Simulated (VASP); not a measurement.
# Ag (Im-3m) in VASP: further runs, part 2 of 2

VASP 6.6.1. Earlier steps stand in the parts before.

## (5) Single point, PBE

This run uses another cell than the first one, of 17.28 Å³/atom.

Contents of INCAR:

```
SYSTEM = Ag
ALGO = Normal
EDIFF = 1E-6
ENCUT = 520
GGA = PE
ISIF = 2
ISMEAR = -1
LASPH = .True.
LCHARG = .False.
LREAL = .False.
LWAVE = .False.
NBANDS = 12
NELM = 80
PREC = Accurate
SIGMA = 0.06122561905347299
```

Contents of KPOINTS:

```
k-points
0
Gamma
  46 46 46
  0 0 0
```

Contents of POSCAR:

```
Ag
1.0
   -1.6286529828      1.6286529828      1.6286529828
    1.6286529828     -1.6286529828      1.6286529828
    1.6286529828      1.6286529828     -1.6286529828
Ag
1
Direct
    0.0000000000      0.0000000000      0.0000000000
```

Potentials or basis: VASP PAW PBE potentials, release 64 (Ag).

Command:

```console
> cat potpaw_PBE.64/Ag/POTCAR > POTCAR
> mpirun -np 1 vasp_std > vasp.out
```

OUTCAR:

```text
SYSTEM = Ag
   EDIFF = 1E-6
   ENCUT = 520
   GGA = PE
   ISIF = 2
   ISMEAR = -1
   LASPH = .True.
   LREAL = .False.
   NELM = 80
   PREC = Accurate

 ion  position               nearest neighbor table
   1  0.000  0.000  0.000-

  LATTYP: Found a body centered cubic cell.
 ALAT       =     3.2573059656

  Lattice vectors:

 A1 = (  -1.6286529828,   1.6286529828,   1.6286529828)
 A2 = (   1.6286529828,  -1.6286529828,   1.6286529828)
 A3 = (   1.6286529828,   1.6286529828,  -1.6286529828)

Analysis of symmetry for initial positions (statically):
=====================================================================
 Subroutine PRICEL returns:
 Original cell was already a primitive cell.

 Routine SETGRP: Setting up the symmetry group for a
 body centered cubic supercell.

 Subroutine GETGRP returns: Found 48 space group operations
 (whereof 48 operations were pure point group operations)
 out of a pool of 48 trial point group operations.

The static configuration has the point symmetry O_h .

Analysis of symmetry for dynamics (positions and initial velocities):
=====================================================================
 Subroutine PRICEL returns:
 Original cell was already a primitive cell.

 Routine SETGRP: Setting up the symmetry group for a
 body centered cubic supercell.

 Subroutine GETGRP returns: Found 48 space group operations
 (whereof 48 operations were pure point group operations)
 out of a pool of 48 trial point group operations.

The dynamic configuration has the point symmetry O_h .

 Subroutine INISYM returns: Found 48 space group operations
 (whereof 48 operations are pure point group operations),
 and found     1 'primitive' translations

----------------------------------------------------------------------------------------
[... 114 lines left out ...]
  Thomas-Fermi vector in A             =   2.530458
   LORBIT       =      0    0 simple, 1 ext, 2 COOP (PROOUT), +10 PAW based schemes
   GGA     = PE    functional components
   LHFCALC =     F    Hartree Fock is set to
   AEXX    =    0.0000 exact exchange contribution
   IVDW    =     0    specifies the selected vdW correction
   LEPSILON=     F    determine dielectric tensor
   LRPA    =     F    only Hartree local field effects (RPA)
 non-spin polarized calculation
  energy-cutoff  :      520.00
  volume of cell :       17.28
 maximum number of plane-waves:       478
 NGX is ok and might be reduce to    24
   NGX = 11   NGY = 11   NGZ = 11

 number of electron      11.0000002 magnetization

 Free energy of the ion-electron system (eV)
  ---------------------------------------------------
  ext. energy  EPLUGINS =         0.00000000
  ---------------------------------------------------
  free energy    TOTEN  =        -2.68051276 eV

  energy without entropy =       -2.67690775  energy(sigma->0) =       -2.67871025

 E-fermi :   8.2806     XC(G=0): -12.1297

 val. band max:        8.2776238092   @ k =  -0.3478   0.4130   0.1739
 cond. band min:       8.2830629309   @ k =  -0.3478   0.4783   0.0435
 fundamental gap:      0.0054391217
 Fermi energy:         8.2806071117

 k-point     1 :       0.0000    0.0000    0.0000
  band No.  band energies     occupation
      1       0.5836      2.00000
      2       3.3738      2.00000
      3       3.3738      2.00000
      4       3.3738      2.00000
      5       4.6789      2.00000
      6       4.6789      2.00000
      7      26.1851      0.00000
      8      26.1851      0.00000
      9      26.1851      0.00000
     10      32.3079      0.00000
     11      32.3082      0.00000
     12      32.3128      0.00000
[... 331 lines left out ...]
 k-point    24 :       0.5000    0.0000    0.0000
  band No.  band energies     occupation
      1       1.9210      2.00000
      2       2.6083      2.00000
      3       4.6237      2.00000
      4       4.7979      2.00000
      5       5.6693      2.00000
      6       8.2134      1.49954
      7      12.3370      0.00000
      8      21.5566      0.00000
      9      22.6400      0.00000
     10      28.1142      0.00000
     11      29.3126      0.00000
     12      32.7295      0.00000

 [... further k-points ...]

------------------------ aborting loop because EDIFF is reached ----------------------------------------

  FORCE on cell =-STRESS in cart. coord.  units (eV):
  Direction    XX          YY          ZZ          XY          YZ          ZX
  --------------------------------------------------------------------------------------
  -------------------------------------------------------------------------------------
  Total        0.4080273      0.4080273      0.4080273      0.0000000      0.0000000      0.0000000
  in kB       37.8315541     37.8315541     37.8315541      0.0000000      0.0000000      0.0000000
  external PRESSURE =      37.8315541 kB  Pullay stress =       0.0000000 kB

 VOLUME and BASIS-vectors are now :
 -----------------------------------------------------------------------------
  energy-cutoff  :      520.00
  volume of cell :       17.28
      direct lattice vectors                 reciprocal lattice vectors
    -1.628652983  1.628652983  1.628652983     0.000000000  0.307002170  0.307002170
     1.628652983 -1.628652983  1.628652983     0.307002170  0.000000000  0.307002170
     1.628652983  1.628652983 -1.628652983     0.307002170  0.307002170  0.000000000

 POSITION                                       TOTAL-FORCE (eV/Angst)
 -----------------------------------------------------------------------------------
      0.00000      0.00000      0.00000         0.000000      0.000000     -0.000000
 -----------------------------------------------------------------------------------
    total drift:                               -0.000000     -0.000000      0.000000

  FREE ENERGIE OF THE ION-ELECTRON SYSTEM (eV)
  ---------------------------------------------------
  free  energy   TOTEN  =        -2.6805127597 eV

  energy  without entropy=       -2.6769077472  energy(sigma->0) =       -2.67871025
```

stdout:

```text
POSCAR found type information on POSCAR Ag
 POSCAR found :  1 types and       1 ions
 scaLAPACK will be used
 LDA part: xc-table for (Slater+PW92), standard interpolation
 POSCAR, INCAR and KPOINTS ok, starting setup
 FFT: planning ... GRIDC
 FFT: planning ... GRID_SOFT
 FFT: planning ... GRID
 WAVECAR not read
 entering main loop
```

Wall time 2.9 min (1 thread of AMD EPYC 9R45 (Zen 5), shared host); peak memory 0.53 GiB.

Results:

| Property | Result |
| --- | --- |
| Free energy | -2.6805 eV |
| Pressure | 3.8 GPa |
| Band gap on the k mesh | zero (an odd number of electrons rules out a gap without spin polarisation) |

Caveat: the cell stands under pressure.

## (6) Summary

| cell | gap on the mesh (eV) | pressure (GPa) |
| --- | --- | --- |
| a = 2.878 Å, angles 109.5°, 1 atom | none | -1.8 |
| a = 2.897 Å, angles 109.5°, 1 atom | none | -3.3 |
| a = 2.801 Å, angles 109.5°, 1 atom | none | 6.2 |
| a = 2.821 Å, angles 109.5°, 1 atom | none | 3.8 |

Alike in all rows: task single point; level PBE; potentials or basis VASP PAW PBE potentials, release 64 (Ag); no spin polarisation; k mesh 46 × 46 × 46; cutoff (eV) 520; smearing fermi-dirac 0.0612256 eV.

Caveats: the cell stands under pressure (at least some runs); the cell stands under tension (at least some runs).

Absolute energies hang on the potentials; compare differences alone.
